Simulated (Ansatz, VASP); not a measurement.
# One calculation of Si3C, two programs

Contents of INCAR:

```
SYSTEM = Si3C
PREC = Accurate ; ENCUT = 600
EDIFF = 1E-6 ; ISMEAR = 0
SIGMA = 0.1 ; LREAL = .FALSE.
LASPH = .TRUE. ; NELM = 60
ALGO = Normal ; ISIF = 3
LWAVE = .FALSE. ; LCHARG = .FALSE.
GGA = PE ; IBRION = 2
NSW = 100 ; EDIFFG = -0.01
```

File KPOINTS:

```
regular mesh
0
G
  14 8 6
  0 0 0
```

File POSCAR:

```
Si3C
1.0
    2.8639688844      0.0000000000      0.0000000000
    0.0000000000      5.1440712266      0.0000000000
    0.0000000000      0.0000000000      6.9607429111
Si C
6 2
Direct
    0.0000000000      0.2684153335      0.6858484236
    0.0000000000      0.7315846665      0.6858484236
    0.5000000000      0.2363385984      0.0000000000
    0.5000000000      0.7636614016      0.0000000000
    0.0000000000      0.7315846665      0.3141515764
    0.0000000000      0.2684153335      0.3141515764
    0.5000000000      0.8474098627      0.5000000000
    0.5000000000      0.1525901373      0.5000000000
```

Input for Ansatz:

```yaml
crystal:
  lattice:
    - [2.8639688844, 0.0, 0.0]
    - [0.0, 5.1440712266, 0.0]
    - [0.0, 0.0, 6.9607429111]
  atoms:
    - { symbol: Si, position: [0.0, 0.2684153335, 0.6858484236] }
    - { symbol: Si, position: [0.0, 0.7315846665, 0.6858484236] }
    - { symbol: Si, position: [0.5, 0.2363385984, 0.0] }
    - { symbol: Si, position: [0.5, 0.7636614016, 0.0] }
    - { symbol: Si, position: [0.0, 0.7315846665, 0.3141515764] }
    - { symbol: Si, position: [0.0, 0.2684153335, 0.3141515764] }
    - { symbol: C, position: [0.5, 0.8474098627, 0.5] }
    - { symbol: C, position: [0.5, 0.1525901373, 0.5] }
basis:
  ecutwfc: 420
kpoints:
  mp_grid: { grid: [14, 8, 6] }
hamiltonian:
  xc: pbe
scf:
  occupations: { method: gaussian, width: 0.1 }
output:
  forces: true
  stress: true
  eigenvalues: true
  write_density: true
  write_potential: true
  elf: true
  volumetric_format: npy
relax:
  adjacent_minimum: "off"
  f_tol: 0.01
  max_steps: 80
  cell: { stress_tol: 0.05 }
```

Change from the starting cell: the structure that the rattled cell fell into.

Alike in both runs: task relaxation of cell and atoms; functional PBE; k mesh 14 × 8 × 6; occupations gaussian, width 0.1 eV; no spin polarisation.

|  | VASP | Ansatz |
| --- | --- | --- |
| version | VASP 6.6.1 | Ansatz 0.2.0 |
| potentials or method | VASP PAW PBE potentials, release 64 (Si, C), cutoff 600 eV | scalar-relativistic, plane waves, PAW |
| valence electrons in the cell | 32 | 32 |

VASP gave:

```
gap on the k mesh at the Fermi level, each at its own relaxed structure (eV) : none
relaxed volume (Å³/atom)                                                     : 12.79
relaxed length of the cell vector where the two differ most in proportion (Å)              : 6.946
```

Question: Which values does Ansatz return?

Answer: gap on the k mesh at the Fermi level, each at its own relaxed structure (eV): none; relaxed volume (Å³/atom): 12.82; relaxed length of the cell vector where the two differ most in proportion (Å): 7.017.

A gap of «none» marks a metal or a gap that the smearing closes.
